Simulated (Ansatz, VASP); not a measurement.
**Two plane-wave programs on V**

INCAR

```
SYSTEM = V
ALGO = Normal
EDIFF = 1E-6
ENCUT = 520
GGA = RE
ISIF = 2
ISMEAR = -1
LASPH = .TRUE.
LCHARG = .FALSE.
LREAL = .FALSE.
LWAVE = .FALSE.
NBANDS = 26
NELM = 60
PREC = Accurate
SIGMA = 0.1
```

KPOINTS

```
k-points
0
G
  9 9 15
  0 0 0
```

POSCAR

```
V
1.0
    4.5924329807      0.0000000000      0.0000000000
   -2.2962164903      3.9771636264      0.0000000000
    0.0000000000      0.0000000000      2.4698132368
V
3
Direct
    0.0000000000      1.0000000000      0.0000000000
    0.3333333333      0.6666666667      0.5000000000
    0.6666666667      0.3333333333      0.5000000000
```

Input for Ansatz:

```yaml
crystal:
  lattice:
    - [4.5924329807, 0.0, 0.0]
    - [-2.2962164903, 3.9771636264, 0.0]
    - [0.0, 0.0, 2.4698132368]
  atoms:
    - { symbol: V, position: [0.0, 1.0, 0.0] }
    - { symbol: V, position: [0.3333333333, 0.6666666667, 0.5] }
    - { symbol: V, position: [0.6666666667, 0.3333333333, 0.5] }
hamiltonian:
  xc: revpbe
  pseudopotentials:
    kind: paw
    azcp:
      V: "pseudopotentials/V.paw.azcp"
basis:
  ecutwfc: 420
  fft_grid_basis: typed
kpoints:
  mp_grid: { grid: [9, 9, 15], shift: [0, 0, 0] }
magnetization:
  spin_polarized: false
scf:
  occupations: { method: fermi_dirac, width: 0.1 }
  lower_state_search: "off"
output:
  stress: true
  write_density: true
  write_potential: true
  elf: true
  volumetric_format: npy
```

Alike in both runs: task single point; functional revPBE; k mesh 9 × 9 × 15; occupations fermi-dirac, width 0.1 eV; no spin polarisation.

|  | VASP | Ansatz |
| --- | --- | --- |
| version | VASP 6.6.1 | Ansatz 0.2.0 |
| potentials or method | VASP PAW PBE potentials, release 64 (V_sv), cutoff 520 eV | plane waves (420 eV) with PAW, scalar-relativistic |
| valence electrons in the cell | 39 | 39 |

Ansatz gave:

```
pressure (GPa)                                                : -11.1
traceless stress, the component that is largest in VASP (GPa) : -0.04
```

Question: Estimate VASP's values.

Answer: Pressure (GPa): -10.9; traceless stress, the component that is largest in VASP (GPa): 0.05.

VASP's potentials were made for PBE, not for revPBE.
